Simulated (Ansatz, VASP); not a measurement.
## One calculation of Fe, two programs

Contents of INCAR:

```
SYSTEM = Fe
PREC     = Accurate       ! precision mode
ENCUT    = 520            ! plane-wave cutoff, eV
EDIFF    = 1E-6           ! SCF threshold, eV
ISMEAR   = -1             ! smearing method
SIGMA    = 0.05           ! smearing width, eV
LREAL    = .False.        ! projectors in reciprocal space
LASPH    = .True.         ! aspherical terms in the spheres
NELM     = 150            ! most SCF steps
ALGO     = Normal         ! electronic algorithm
ISIF     = 2              ! what is computed and relaxed
LWAVE    = .False.        ! write WAVECAR
LCHARG   = .False.        ! write CHGCAR
ISPIN    = 2              ! spin polarisation
MAGMOM   = 2.276          ! initial moments
LORBIT   = 11             ! projections on sites
LMAXMIX  = 4              ! l up to which the mixer works
GGA      = RE             ! functional
NBANDS   = 14             ! bands
```

File KPOINTS:

```
regular mesh
0
Gamma
  25 25 25
  0 0 0
```

The input POSCAR:

```
Fe
1.0
   -1.4634503964      1.4634503964      1.4634503964
    1.4634503964     -1.4634503964      1.4634503964
    1.4634503964      1.4634503964     -1.4634503964
Fe
1
Direct
    0.0000000000      0.0000000000      0.0000000000
```

Input for Ansatz:

```yaml
crystal:
  lattice:
    - [-1.4634503984, 1.4634503984, 1.4634503984]
    - [1.4634503984, -1.4634503984, 1.4634503984]
    - [1.4634503984, 1.4634503984, -1.4634503984]
  atoms:
    - { symbol: Fe, position: [0.0, 0.0, 0.0], spin: 2.276 }
hamiltonian:
  xc: revpbe
  pseudopotentials:
    kind: paw
    azcp:
      Fe: "pseudopotentials/Fe.paw.azcp"
basis:
  ecutwfc: 420
  fft_grid_basis: typed
kpoints:
  mp_grid: { grid: [25, 25, 25], shift: [0, 0, 0] }
magnetization:
  spin_polarized: true
scf:
  occupations: { method: fermi_dirac, width: 0.05 }
output:
  stress: true
```

Alike in both runs: task single point; functional revPBE; k mesh 25 × 25 × 25; occupations fermi-dirac, width 0.05 eV; collinear spin.

```csv
,VASP,Ansatz
version,VASP 6.6.1,Ansatz 0.2.0
potentials or method,"VASP PAW PBE potentials, release 64 (Fe), cutoff 520 eV","plane waves (420 eV) with PAW, scalar-relativistic"
valence electrons in the cell,8,16
```

VASP gave:

- pressure (GPa): -8.3
- net moment per atom (μB): 2.48
- size of the moment on the site where the two differ most (μB): 2.50

What did Ansatz give for the same quantities?

Pressure (GPa): -9.0; net moment per atom (μB): 2.44; size of the moment on the site where the two differ most (μB): 2.52.

VASP's potentials were made for PBE, not for revPBE. Site moments also hang on the region over which each program counts them. VASP's potentials hold 8 valence electrons a cell and Ansatz's 16, so a difference there can come from the potentials and not from the codes.
